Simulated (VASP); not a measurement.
Here is a VASP 6.6.1 calculation.

File INCAR:

```
SYSTEM = W9C8
  PREC = Accurate
  ENCUT = 520
  EDIFF = 1E-7
  ISMEAR = 0
  SIGMA = 0.05
  LREAL = Auto
  LASPH = .True.
  NELM = 80
  ALGO = Normal
  ISIF = 2
  LWAVE = .False.
  LCHARG = .False.
  GGA = PS
  NBANDS = 93
```

KPOINTS

```
Automatic mesh
0
Gamma
  4 5 1
  0 0 0
```

File POSCAR:

```
W9C8
1.0
    5.8060000000      0.0000000000      0.0000000000
    0.0000000000      5.6630000000      0.0000000000
    0.0000000000      0.0000000000     15.1901200000
W C
9 8
Direct
    0.0000000000      0.0000000000      0.0658322647
    0.2414860489     -0.0065629525      0.2275766748
    0.0000000000      0.5000000000      0.0658322647
    0.2405980021      0.4942466890      0.2258990712
    0.5000000000      0.0000000000      0.0658322647
    0.7584960386     -0.0065281653      0.2275890513
    0.5000000000      0.5000000000      0.0658322647
    0.7595733724      0.4942417447      0.2259404139
    0.0002609370      0.4853561716      0.3844961725
    0.0001234929      0.2473607628      0.1668847909
    0.1619598691      0.2267658485      0.3270952435
    0.0000122287      0.7465350521      0.1664699160
    0.1514169824      0.7548061098      0.3266279002
    0.5000904237      0.2491447996      0.1710535532
    0.8383582501      0.2268905174      0.3270454085
    0.4999769204      0.7430978280      0.1711550008
    0.8481832587      0.7547172877      0.3266349443
```

Potentials or basis: VASP PAW PBE potentials, release 64 (W_sv, C).

The run is started by

```sh
$ cat potpaw_PBE.64/W_sv/POTCAR potpaw_PBE.64/C/POTCAR > POTCAR
$ mpirun -np 1 vasp_std > vasp.out
```

**Question.** Estimate the band gap on the k mesh.

**Answer.** Zero (bands 79 and 80 overlap by 0.19 eV).

**Question.** Predict the largest force.

**Answer.** 1.303 eV/Å.

Forces on the atoms (eV/Å):
```
W   -0.001 -0.137 -0.465
W    0.057  0.032 -0.009
W    0.000 -0.258 -1.277
W    0.063 -0.027 -0.016
W    0.001 -0.111  1.145
W   -0.052  0.031 -0.009
W    0.003 -0.201  0.583
W   -0.067 -0.028 -0.026
W   -0.019  0.126  0.150
C   -0.003  0.038 -0.035
C    0.044  0.082 -0.001
C   -0.002 -0.012 -0.064
C   -0.181  0.201 -0.013
C    0.000 -0.030 -0.017
C   -0.041  0.073  0.001
C    0.001  0.032  0.055
C    0.196  0.187  0.000
```

Caveat: there is no dipole correction, which matters where the two faces differ; the PAW data sets were made with another functional, which shifts forces and pressure a little; spin-orbit coupling is left out, which moves the levels of the heavy elements.
